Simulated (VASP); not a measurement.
Set up this calculation in VASP 6.6.1, as the native input.

| Item | Value |
| --- | --- |
| Task | single point |
| Functional | PBE |
| Potentials or basis | VASP PAW PBE potentials, release 64 (Li_sv, F) |
| Cutoff | 520 eV |
| k mesh | 4 × 4 × 4 |
| Occupations | gaussian, width 0.1 eV |
| Spin | collinear spin |
| Starting moments | [0.0, 0.0, 1.0, 1.0, 1.0, 1.0, 1.0, 1.0] μB |
| Dipole correction | no |
| Further INCAR settings | ALGO = Normal; EDIFF = 1e-06; NBANDS = 38 |

The structure of LiF3 lies in POSCAR:

```
LiF3
1.0
    3.3554351479     -3.2524498964      0.7738076692
    3.3554351479      3.2524498964      0.7738076692
   -1.5074038950      0.0000000000      4.2654428460
Li F
2 6
Direct
    0.5032749650      0.0032899387      0.9967682668
    0.0032899387      0.5032749650      0.4967682668
    0.7534609674      0.7532961853      0.7466880883
    0.2534272163      0.2530749532      0.7466382496
    0.7531638182      0.2533793957      0.2467216753
    0.2530749532      0.2534272163      0.2466382496
    0.7532961853      0.7534609674      0.2466880883
    0.2533793957      0.7531638182      0.7467216753
```

These files were run (other wordings do the same):

INCAR

```
SYSTEM = LiF3
ALGO = Normal
EDIFF = 1E-6
ENCUT = 520
GGA = PE
ISIF = 2
ISMEAR = 0
ISPIN = 2
LASPH = .TRUE.
LCHARG = .TRUE.
LELF = .TRUE.
LORBIT = 11
LREAL = .FALSE.
LVHAR = .TRUE.
LWAVE = .FALSE.
MAGMOM = 0 0 1 1 1 1 1 1
NBANDS = 38
NELM = 150
PREC = Accurate
SIGMA = 0.1
```

KPOINTS

```
k-points
0
G
  4 4 4
  0 0 0
```

Potentials or basis: VASP PAW PBE potentials, release 64 (Li_sv, F).

Command:

```bash
$ cat potpaw_PBE.64/Li_sv/POTCAR potpaw_PBE.64/F/POTCAR > POTCAR
$ mpirun -np 1 vasp_std > vasp.out
```

Results of the run:

- Band gap on the k mesh: zero (filled and empty bands overlap)
- Net moment: 4.00 μB per cell
- Site moments: Li -0.00; F +0.63, +0.60 (each value once) μB
- Valence electrons inside the program's atomic spheres: Li 2.06; F 5.89, 5.90 (each value once)

Wall time 2.6 min on 1 thread of Intel(R) Xeon(R) Platinum 8488C (Sapphire Rapids) (shared host), peak memory 0.3 GiB.
